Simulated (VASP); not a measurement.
# Hf in VASP: single point with PBE+D3(BJ)

Aim: the single point of Hf with PBE+D3(BJ).

Program: VASP 6.6.1. These are calculated values, not measurements. Logs are shortened: lines on timing, memory, paths and dates and some standing lists are left out, and cuts for length are marked.

**1. The cell of the first run**

The cell holds a slab with vacuum, 3 atoms: a = 3.091 Å, b = 3.091 Å, c = 21.907 Å, α = 90.00°, β = 90.00°, γ = 120.00°.

**2. Single point, PBE+D3(BJ)**

The input, INCAR:

```
PREC     = Accurate       # precision mode
ENCUT    = 400            # plane-wave cutoff, eV
EDIFF    = 1E-6           # SCF threshold, eV
ISMEAR   = 1              # smearing method
SIGMA    = 0.1            # smearing width, eV
LREAL    = False          # projectors in reciprocal space
LASPH    = True           # aspherical terms in the spheres
NELM     = 120            # most SCF steps
ALGO     = Normal         # electronic algorithm
ISIF     = 2              # what is computed and relaxed
LWAVE    = False          # write WAVECAR
LCHARG   = False          # write CHGCAR
LDIPOL   = True         
IDIPOL   = 3            
DIPOL    = 0.5 0.5 0.433
GGA      = PE             # functional
IVDW     = 12             # dispersion correction
NBANDS   = 22             # bands
GGA_COMPAT= False        
NELMDL   = -8
```

The input, KPOINTS:

```
regular mesh
0
Gamma
  12 12 1
```

The input, POSCAR:

```
Hf
1.0
    3.0912747273      0.0000000000      0.0000000000
   -1.5456373637      2.6771224439      0.0000000000
    0.0000000000      0.0000000000     21.9067976069
Hf
3
Direct
    0.6666666667      0.3333333333      0.3195355216
    0.3333333333      0.6666666667      0.4303844433
    0.6666666667      0.3333333333      0.5488917916
```

Potentials or basis: VASP PAW PBE potentials, release 64 (Hf_pv).

On the command line:

```
cat potpaw_PBE.64/Hf_pv/POTCAR > POTCAR
mpirun -np 1 vasp_std > vasp.out
```

OUTCAR:

```text
PREC = Accurate
   ENCUT = 400
   EDIFF = 1E-6
   ISMEAR = 1
   LREAL = False
   LASPH = True
   NELM = 120
   ISIF = 2
   GGA = PE
   IVDW = 12
   NELMDL = -8
 IVDW          = 12

 ion  position               nearest neighbor table
   1  0.667  0.333  0.320-   2 3.01   2 3.01   2 3.01
   2  0.333  0.667  0.430-   1 3.01   1 3.01   1 3.01   3 3.15   3 3.15   3 3.15
   3  0.667  0.333  0.549-   2 3.15   2 3.15   2 3.15

  LATTYP: Found a hexagonal cell.
 ALAT       =     3.0912747273
 C/A-ratio  =     7.0866550337

  Lattice vectors:

 A1 = (   3.0912747273,   0.0000000000,   0.0000000000)
 A2 = (  -1.5456373637,   2.6771224439,   0.0000000000)
 A3 = (   0.0000000000,   0.0000000000,  21.9067976069)

Analysis of symmetry for initial positions (statically):
=====================================================================
 Subroutine PRICEL returns:
 Original cell was already a primitive cell.

 Routine SETGRP: Setting up the symmetry group for a
 hexagonal supercell.

 Subroutine GETGRP returns: Found  6 space group operations
 (whereof  6 operations were pure point group operations)
 out of a pool of 24 trial point group operations.

The static configuration has the point symmetry C_3v.

Analysis of symmetry for dynamics (positions and initial velocities):
=====================================================================
 Subroutine PRICEL returns:
 Original cell was already a primitive cell.

 Routine SETGRP: Setting up the symmetry group for a
 hexagonal supercell.

 Subroutine GETGRP returns: Found  6 space group operations
 (whereof  6 operations were pure point group operations)
 out of a pool of 24 trial point group operations.

The dynamic configuration has the point symmetry C_3v.

 Subroutine INISYM returns: Found  6 space group operations
 (whereof  6 operations are pure point group operations),
 and found     1 'primitive' translations

----------------------------------------------------------------------------------------

                                     Primitive cell

  volume of cell :     181.2945

  direct lattice vectors                    reciprocal lattice vectors
     3.091274727  0.000000000  0.000000000     0.323491145  0.186767699  0.000000000
    -1.545637364  2.677122444  0.000000000     0.000000000  0.373535399  0.000000000
     0.000000000  0.000000000 21.906797607     0.000000000  0.000000000  0.045647932

  length of vectors
     3.091274727  3.091274727 21.906797607     0.373535399  0.373535399  0.045647932

  position of ions in fractional coordinates (direct lattice)
     0.666666667  0.333333333  0.319535522
     0.333333333  0.666666667  0.430384443
     0.666666667  0.333333333  0.548891792

  ion indices of the primitive-cell ions
   primitive index   ion index
                 1           1
                 2           2
                 3           3

----------------------------------------------------------------------------------------

 KPOINTS: regular mesh

Automatic generation of k-mesh.
 Grid dimensions read from file:
 generate k-points for:   12   12    1

 Generating k-lattice:

  Cartesian coordinates                     Fractional coordinates (reciprocal lattice)
     0.026957595  0.015563975  0.000000000     0.083333333  0.000000000  0.000000000
     0.000000000  0.031127950  0.000000000     0.000000000  0.083333333  0.000000000
     0.000000000  0.000000000  0.045647932     0.000000000  0.000000000  1.000000000

  Length of vectors
     0.031127950  0.031127950  0.045647932

  Shift w.r.t. Gamma in fractional coordinates (k-lattice)
     0.000000000  0.000000000  0.000000000

 Subroutine IBZKPT returns following result:
 ===========================================

 Found     19 irreducible k-points:

 Following reciprocal coordinates:
            Coordinates               Weight
  0.000000  0.000000  0.000000      1.000000
  0.083333  0.000000  0.000000      6.000000
  0.166667  0.000000  0.000000      6.000000
  0.250000  0.000000  0.000000      6.000000
  0.333333  0.000000  0.000000      6.000000
  0.416667  0.000000  0.000000      6.000000
[... 11 lines left out ...]
  0.333333  0.250000  0.000000     12.000000
  0.333333  0.333333  0.000000      2.000000
   k-points           NKPTS =     19   k-points in BZ     NKDIM =     19   number of bands    NBANDS=     22
   number of dos      NEDOS =    301   number of ions     NIONS =      3
   total plane-waves  NPLWV =  57600
   dimension x,y,z NGX =    20 NGY =   20 NGZ =  144
   dimension x,y,z NGXF=    40 NGYF=   40 NGZF=  288
   ions per type =               3
   NGX,Y,Z   is equivalent  to a cutoff of  10.76, 10.76, 10.93 a.u.
   NGXF,Y,Z  is equivalent  to a cutoff of  21.51, 21.51, 21.86 a.u.
 SYSTEM =  unknown system
   PREC   = accura    normal or accurate (medium, high low for compatibility)
   ISTART =      0    job   : 0-new  1-cont  2-samecut
   ICHARG =      2    charge: 1-file 2-atom 10-const
   ISPIN  =      1    spin polarized calculation?
   LNONCOLLINEAR =      F non collinear calculations
   LSORBIT =      F    spin-orbit coupling
   LASPH  =      T    aspherical Exc in radial PAW
   ENCUT  =  400.0 eV  29.40 Ry    5.42 a.u.   5.04  5.04 35.72*2*pi/ulx,y,z
   NELM   =    120;   NELMIN=  2; NELMDL= -8     # of ELM steps
   EDIFF  = 0.1E-05   stopping-criterion for ELM
   LREAL  =      F    real-space projection
   EDIFFG = 0.1E-04   stopping-criterion for IOM
   NSW    =      0    number of steps for IOM
   IBRION =     -1    ionic relax: 0-MD 1-quasi-New 2-CG
   NFREE  =      0    steps in history (QN), initial steepest desc. (CG)
   ISIF   =      2    stress and relaxation
   ISYM   =      2    0-nonsym 1-usesym 2-fastsym
   POTIM  = 0.5000    time-step for ionic-motion
   TEBEG  =    0.0;   TEEND  =   0.0 temperature during run
   PSTRESS=    0.0 pullay stress
   NELECT =      30.0000    total number of electrons
   NUPDOWN=      -1.0000    fix difference up-down
   EMIN   =  10.00;   EMAX   =-10.00  energy-range for DOS
   EFERMI =   0.00;   METHOD = LEGACY
   ISMEAR =     1;   SIGMA  =   0.10  broadening in eV -4-tet -1-fermi 0-gaus
   EFERMI_NEDOS =   21; number of points for ismear=-14 and -15
   IALGO  =     38    algorithm
   IMIX   =      4    mixing-type and parameters
     AMIX     =   0.40;   BMIX     =  1.00
     AMIX_MAG =   1.60;   BMIX_MAG =  1.00
  volume/ion in A,a.u.               =      60.43       407.81
  Fermi-wavevector in a.u.,A,eV,Ry     =   0.898781  1.698449 10.990875  0.807806
  Thomas-Fermi vector in A             =   2.021533
   LORBIT       =      0    0 simple, 1 ext, 2 COOP (PROOUT), +10 PAW based schemes
   GGA     = PE    functional components
   LHFCALC =     F    Hartree Fock is set to
   AEXX    =    0.0000 exact exchange contribution
   IVDW    =    12    specifies the selected vdW correction
   LEPSILON=     F    determine dielectric tensor
   LRPA    =     F    only Hartree local field effects (RPA)
 non-spin polarized calculation
 Methfessel and Paxton  Order N= 1 SIGMA  =   0.10
  energy-cutoff  :      400.00
  volume of cell :      181.29
 maximum number of plane-waves:      3333
   NGX = 11   NGY = 11   NGZ = 71

 dipolmoment           0.000000      0.000000      0.004512 electrons x Angstroem

 number of electron      30.0000002 magnetization

 dipolmoment           0.000000      0.000000     -0.007321 electrons x Angstroem

 Free energy of the ion-electron system (eV)
  ---------------------------------------------------
  ext. energy  EPLUGINS =         0.00000000
  ---------------------------------------------------
  free energy    TOTEN  =       -27.81506666 eV

  energy without entropy =      -27.81294344  energy(sigma->0) =      -27.81435892

 E-fermi :  -0.8780     XC(G=0):  -4.9956

 val. band max:       -0.8812865462   @ k =   0.5000   0.0000   0.0000
 cond. band min:      -0.8471005205   @ k =   0.0833   0.0000   0.0000
 fundamental gap:      0.0341860256
 Fermi energy:        -0.8779788519

 k-point     1 :       0.0000    0.0000    0.0000
  band No.  band energies     occupation
      1     -31.7046      2.00000
      2     -31.5287      2.00000
      3     -31.0323      2.00000
      4     -31.0323      2.00000
      5     -30.9709      2.00000
      6     -30.9709      2.00000
[... 14 lines left out ...]
     21       1.0709     -0.00000
     22       1.0709     -0.00000

 k-point     2 :       0.0833    0.0000    0.0000
  band No.  band energies     occupation
      1     -31.6895      2.00000
      2     -31.5242      2.00000
      3     -31.0883      2.00000
      4     -31.0448      2.00000
      5     -31.0332      2.00000
      6     -30.9839      2.00000
[... 14 lines left out ...]
     21       0.9350     -0.00000
     22       1.2670      0.00000

 k-point     3 :       0.1667    0.0000    0.0000
  band No.  band energies     occupation
      1     -31.6485      2.00000
      2     -31.5140      2.00000
      3     -31.2357      2.00000
      4     -31.1862      2.00000
      5     -31.0786      2.00000
      6     -31.0190      2.00000
[... 14 lines left out ...]
     21       1.3661      0.00000
     22       1.8311      0.00000

 k-point     4 :       0.2500    0.0000    0.0000
  band No.  band energies     occupation
      1     -31.5981      2.00000
      2     -31.5108      2.00000
      3     -31.4230      2.00000
      4     -31.3783      2.00000
      5     -31.1245      2.00000
      6     -31.0666      2.00000
[... 14 lines left out ...]
     21       2.0717      0.00000
     22       2.1115      0.00000

 k-point     5 :       0.3333    0.0000    0.0000
  band No.  band energies     occupation
      1     -31.6444      2.00000
      2     -31.5928      2.00000
      3     -31.5198      2.00000
      4     -31.4826      2.00000
      5     -31.1700      2.00000
      6     -31.1135      2.00000
[... 14 lines left out ...]
     21       2.3263      0.00000
     22       2.4502      0.00000

 k-point     6 :       0.4167    0.0000    0.0000
  band No.  band energies     occupation
      1     -31.7664      2.00000
      2     -31.7211      2.00000
      3     -31.5557      2.00000
      4     -31.4531      2.00000
      5     -31.2030      2.00000
      6     -31.1475      2.00000
[... 14 lines left out ...]
     21       2.6515      0.00000
     22       2.8807      0.00000

 k-point     7 :       0.5000    0.0000    0.0000
  band No.  band energies     occupation
      1     -31.8131      2.00000
      2     -31.7692      2.00000
      3     -31.5756      2.00000
      4     -31.4375      2.00000
      5     -31.2151      2.00000
      6     -31.1599      2.00000
[... 199 lines left out ...]
      6     -31.2781      2.00000
[... 14 lines left out ...]
     21       2.7636      0.00000
     22       2.9446      0.00000

 k-point    16 :       0.4167    0.1667    0.0000
  band No.  band energies     occupation
      1     -31.7487      2.00000
      2     -31.7059      2.00000
      3     -31.5422      2.00000
      4     -31.4223      2.00000
      5     -31.3424      2.00000
      6     -31.2973      2.00000
[... 14 lines left out ...]
     21       3.0914      0.00000
     22       3.3499      0.00000

 k-point    17 :       0.2500    0.2500    0.0000
  band No.  band energies     occupation
      1     -31.6724      2.00000
      2     -31.6248      2.00000
      3     -31.5244      2.00000
      4     -31.4341      2.00000
      5     -31.3665      2.00000
      6     -31.3311      2.00000
[... 14 lines left out ...]
     21       2.5002      0.00000
     22       2.7849      0.00000

 k-point    18 :       0.3333    0.2500    0.0000
  band No.  band energies     occupation
      1     -31.6765      2.00000
      2     -31.6337      2.00000
      3     -31.5200      2.00000
      4     -31.4499      2.00000
      5     -31.4185      2.00000
      6     -31.3996      2.00000
[... 14 lines left out ...]
     21       2.9754      0.00000
     22       3.2477      0.00000

 k-point    19 :       0.3333    0.3333    0.0000
  band No.  band energies     occupation
      1     -31.6006      2.00000
      2     -31.5749      2.00000
      3     -31.5365      2.00000
      4     -31.5243      2.00000
      5     -31.5084      2.00000
      6     -31.3983      2.00000
[... 14 lines left out ...]
     21       3.0382      0.00000
     22       3.4237      0.00000

------------------------ aborting loop because EDIFF is reached ----------------------------------------

 vacuum level on the upper side and lower side of the slab       (xc-potential included)        -0.418        -0.219

 Edisp (eV)   -0.93933

 E8    (eV) :    -0.5246

  FORCE on cell =-STRESS in cart. coord.  units (eV):
  Direction    XX          YY          ZZ          XY          YZ          ZX
  --------------------------------------------------------------------------------------
  -------------------------------------------------------------------------------------
  Total      -0.09597    -0.09597    -0.59056     0.00000     0.00000     0.00000
  in kB      -0.84815    -0.84815    -5.21904     0.00000     0.00000     0.00000
  external pressure =       -2.31 kB  Pullay stress =        0.00 kB

 VOLUME and BASIS-vectors are now :
 -----------------------------------------------------------------------------
  energy-cutoff  :      400.00
  volume of cell :      181.29
      direct lattice vectors                 reciprocal lattice vectors
     3.091274727  0.000000000  0.000000000     0.323491145  0.186767699  0.000000000
    -1.545637364  2.677122444  0.000000000     0.000000000  0.373535399  0.000000000
     0.000000000  0.000000000 21.906797607     0.000000000  0.000000000  0.045647932

 POSITION                                       TOTAL-FORCE (eV/Angst)
 -----------------------------------------------------------------------------------
      1.54564      0.89237      7.00000        -0.000000      0.000000     -0.127001
     -0.00000      1.78475      9.42834         0.000000      0.000000      0.457859
      1.54564      0.89237     12.02446         0.000000     -0.000000     -0.330858
 -----------------------------------------------------------------------------------
    total drift:                                0.000000     -0.000000      0.001651

  FREE ENERGIE OF THE ION-ELECTRON SYSTEM (eV)
  ---------------------------------------------------
  free  energy   TOTEN  =       -28.7543937057 eV

  energy  without entropy=      -28.7522704860  energy(sigma->0) =      -28.75368597

 vacuum level on the upper side and lower side of the slab         3.053         3.249
```

Wall time 85 s (1 thread of Intel Xeon Platinum 8559C (Emerald Rapids), shared host); peak memory 0.23 GiB.

Results:

| Quantity | Value |
| --- | --- |
| Free energy | -28.7544 eV |
| Largest force | 0.458 eV/Å |
| Band gap on the k mesh | zero (band 15 reaches -0.34 eV, above the bottom of band 16 at -1.21 eV) |
| Dispersion energy per atom | -0.313 eV |

Forces in eV/Å, atoms in the order of the input:
```
Hf   0.000  0.000 -0.127
Hf   0.000  0.000  0.458
Hf   0.000  0.000 -0.331
```

Caveat: spin-orbit coupling is left out, which moves the levels of the heavy elements.
